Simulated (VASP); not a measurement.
# Pb: single point with LDA

The system is Pb.

```
CELL_PARAMETERS angstrom
3.45208 0.00000 0.00000
-1.72604 2.98959 0.00000
0.00000 0.00000 5.87112
ATOMIC_POSITIONS crystal
Pb 0.33333 0.66667 0.25000
Pb 0.66667 0.33333 0.75000
```

This isn't the form of Pb at room conditions, which is fcc.

```json
{"Program": "VASP 6.6.1", "Task": "single point", "Functional": "LDA", "Potentials or basis": "VASP PAW LDA potentials, release 64 (Pb_d)", "Cutoff": "520 eV", "k mesh": "14 × 14 × 8", "Occupations": "fermi-dirac, width 0.05 eV", "Spin": "no spin polarisation"}
```

```json
{
  "Pressure": "-2.2 GPa",
  "Band gap on the k mesh": "zero (bands 14 and 15 overlap by 7.63 eV)"
}
```

Stress tensor (GPa, compression positive):
```
-1.90  0.00  0.00
 0.00 -1.90  0.00
 0.00  0.00 -2.88
```

Levels at points of the mesh, in eV from the Fermi level:
| k point | band 12 | band 13 | band 14 | band 15 | band 16 | band 17 |
| --- | --- | --- | --- | --- | --- | --- |
| (0.00, 0.00, 0.00) | -8.49 | -4.27 | 5.99 | 5.99 | 6.72 | 7.63 |
| (0.50, 0.00, 0.00) | -7.07 | -3.08 | -1.78 | -0.47 | 1.73 | 2.34 |
| (0.00, 0.00, 0.50) | -10.65 | 0.30 | 0.30 | 6.76 | 6.76 | 6.76 |
| (0.50, 0.00, 0.50) | -7.48 | -3.68 | -3.68 | 3.24 | 3.24 | 3.59 |

Run time: 110 s on 1 thread of AMD EPYC 7R43 64-Core Processor (Zen 3) (shared host), peak memory 0.21 GiB.

Caveat: spin-orbit coupling is left out, which moves the levels of the heavy elements.
